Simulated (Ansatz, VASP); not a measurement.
**Ru: VASP beside Ansatz**

Contents of INCAR:

```
SYSTEM = Ru
PREC     = Accurate       ! precision mode
ENCUT    = 520            ! plane-wave cutoff, eV
EDIFF    = 1E-7           ! SCF threshold, eV
ISMEAR   = -1             ! smearing method
SIGMA    = 0.1            ! smearing width, eV
LREAL    = .FALSE.        ! projectors in reciprocal space
LASPH    = .TRUE.         ! aspherical terms in the spheres
NELM     = 80             ! most SCF steps
ALGO     = Normal         ! electronic algorithm
ISIF     = 2              ! what is computed and relaxed
LWAVE    = .FALSE.        ! write WAVECAR
LCHARG   = .FALSE.        ! write CHGCAR
GGA      = PE             ! functional
NBANDS   = 36             ! bands
```

The input KPOINTS:

```
regular mesh
0
G
  12 8 7
  0 0 0
```

Contents of POSCAR:

```
Ru
1.0
   -1.3605811744      2.3565957218      0.0000000000
    0.0000000000      0.0000000000      4.2959980361
    4.0817435231      2.3565957218      0.0000000000
Ru
4
Direct
    0.5000000000      0.2500000000      0.1666666670
    0.0000000000      0.2500000000      0.6666666670
    0.0000000000      0.7500000000      0.3333333330
    0.5000000000      0.7500000000      0.8333333330
```

Input for Ansatz:

```yaml
crystal:
  lattice:
    - [-1.3605811744, 2.3565957218, 0.0]
    - [0.0, 0.0, 4.2959980361]
    - [4.0817435231, 2.3565957218, 0.0]
  atoms:
    - { symbol: Ru, position: [0.5, 0.25, 0.166666667] }
    - { symbol: Ru, position: [0.0, 0.25, 0.666666667] }
    - { symbol: Ru, position: [0.0, 0.75, 0.333333333] }
    - { symbol: Ru, position: [0.5, 0.75, 0.833333333] }
kpoints:
  mp_grid: { grid: [12, 8, 7] }
scf:
  occupations: { method: fermi_dirac, width: 0.1 }
hamiltonian:
  xc: pbe
  pseudopotentials: { kind: paw }
output:
  forces: true
  stress: true
  eigenvalues: true
```

Alike in both runs: task single point; functional PBE; k mesh 12 × 8 × 7; occupations fermi-dirac, width 0.1 eV; no spin polarisation.

|  | VASP | Ansatz |
| --- | --- | --- |
| version | VASP 6.6.1 | Ansatz 0.2.0 |
| potentials or method | VASP PAW PBE potentials, release 64 (Ru_pv) | PAW with Ansatz's default frozen-core files, scalar-relativistic |
| plane-wave cutoff (eV) | 520 | 420 |
| valence electrons in the cell | 56 | 64 |

Ansatz gave:

```
pressure (GPa)                                                : 0.0
traceless stress, the component that is largest in VASP (GPa) : 0.14
```

**Question.** Which values does VASP return?

**Answer.** Pressure (GPa): -0.1; traceless stress, the component that is largest in VASP (GPa): 0.13.

VASP's potentials hold 56 valence electrons a cell and Ansatz's 64, so a difference there can come from the potentials and not from the codes.
